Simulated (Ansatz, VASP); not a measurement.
# Os: VASP beside Ansatz

```
Os
1.0
     2.71382    0.00000    0.00000
    -1.35691    2.35024    0.00000
     0.00000    0.00000    4.38450
Os
2
Direct
  0.33333 0.66667 0.25000
  0.66667 0.33333 0.75000
```

Change from the starting cell: z stretched by +1.5 % at fixed volume, crystal datasets.

Alike in both runs: task electric field gradients; functional PBE; k mesh 15 × 15 × 9; occupations fermi-dirac, width 0.05 eV; no spin polarisation.

|  | VASP | Ansatz |
| --- | --- | --- |
| version | VASP 6.6.1 | Ansatz 0.2.0 |
| potentials or method | VASP PAW PBE potentials, release 64 (Os), cutoff 520 eV | all-electron PAW with datasets made for the crystal, scalar-relativistic |

VASP gave:

* pressure (GPa): 8.5
* traceless stress, the component that is largest in VASP (GPa): -8.74
* size of Vzz on the site where it differs most (V/Å²): 29.4

Which values does Ansatz return?

Pressure (GPa): 8.5; traceless stress, the component that is largest in VASP (GPa): -8.74; size of Vzz on the site where it differs most (V/Å²): 20.9.

Ansatz ran all-electron here, and VASP with PAW potentials.

Spin-orbit coupling is off throughout.
